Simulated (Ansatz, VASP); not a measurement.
# Two plane-wave programs on Sb

File INCAR:

```
SYSTEM = Sb
  PREC = Accurate
  ENCUT = 600
  EDIFF = 1E-6
  ISMEAR = 0
  SIGMA = 0.1
  LREAL = .FALSE.
  LASPH = .TRUE.
  NELM = 100
  ALGO = Normal
  ISIF = 3
  LWAVE = .FALSE.
  LCHARG = .FALSE.
  GGA = PE
  IBRION = 2
  NSW = 90
  EDIFFG = -0.04
```

File KPOINTS:

```
regular mesh
0
G
  6 6 6
  0 0 0
```

The input POSCAR:

```
Sb
1.0
    0.0000000000      2.5049848768      2.5049848768
    2.5049848768      0.0000000000      2.5049848768
    2.5049848768      2.5049848768      0.0000000000
Sb
1
Direct
    0.0000000000      0.0000000000      0.0000000000
```

Input for Ansatz:

```yaml
crystal:
  lattice:
    - [0.0, 2.5049848768, 2.5049848768]
    - [2.5049848768, 0.0, 2.5049848768]
    - [2.5049848768, 2.5049848768, 0.0]
  atoms:
    - { symbol: Sb, position: [0.0, 0.0, 0.0] }
basis:
  ecutwfc: 420
kpoints:
  mp_grid: { grid: [6, 6, 6] }
hamiltonian:
  xc: pbe
scf:
  occupations: { method: gaussian, width: 0.1 }
  lower_state_search: "off"
output:
  forces: true
  stress: true
  eigenvalues: true
relax:
  adjacent_minimum: "off"
  f_tol: 0.04
  max_steps: 70
  cell: { stress_tol: 0.4 }
```

Alike in both runs: task relaxation of cell and atoms; functional PBE; k mesh 6 × 6 × 6; occupations gaussian, width 0.1 eV; no spin polarisation.

|  | VASP | Ansatz |
| --- | --- | --- |
| version | VASP 6.6.1 | Ansatz 0.2.0 |
| potentials or method | VASP PAW PBE potentials, release 64 (Sb), cutoff 600 eV | scalar-relativistic, plane waves, PAW |
| valence electrons in the cell | 5 | 15 |

VASP gave:

```
gap on the k mesh at the Fermi level, each at its own relaxed structure (eV) : none
relaxed volume (Å³/atom)                                                     : 27.44
relaxed cell length with the largest relative difference (Å)                 : 3.386
```

Task: Estimate Ansatz's values.

Result: gap on the k mesh at the Fermi level, each at its own relaxed structure (eV): none; relaxed volume (Å³/atom): 27.45; relaxed cell length with the largest relative difference (Å): 3.386.

A gap of «none» marks a metal or a gap that the smearing closes. VASP's potentials hold 5 valence electrons a cell and Ansatz's 15, so a difference there can come from the potentials and not from the codes.

The k mesh is coarse, so the values compare programs but aren't converged. Neither program's run includes spin-orbit coupling.
